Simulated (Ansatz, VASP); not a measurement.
## LiF: VASP beside Ansatz

```
CELL_PARAMETERS angstrom
0.00000 1.91330 1.91330
1.91330 0.00000 1.91330
1.91330 1.91330 0.00000
ATOMIC_POSITIONS crystal
Li 0.00000 0.00000 0.00000
F 0.50000 0.50000 0.50000
```

Change from the starting cell: strain -0.050 along x and y, -0.050 along z, atoms carried along.

Alike in both runs: task single point; functional PBE; k mesh 10 × 10 × 10; occupations gaussian, width 0.05 eV; no spin polarisation.

|  | VASP | Ansatz |
| --- | --- | --- |
| version | VASP 6.6.1 | Ansatz 0.2.0 |
| potentials or method | VASP PAW PBE potentials, release 64 (Li_sv, F), cutoff 520 eV | scalar-relativistic, plane waves, PAW |
| valence electrons in the cell | 10 | 10 |

```tsv
	VASP	Ansatz	Ansatz less VASP
gap on the k mesh at the Fermi level (eV)	10.60	10.60	-0.003
least direct gap on the mesh (eV)	10.60	10.60	-0.003
```

With one functional, cell and mesh, what is left measures potentials, basis and numerics.

Noted on VASP's run: the cutoff is short for stress, so the pressure is rough.
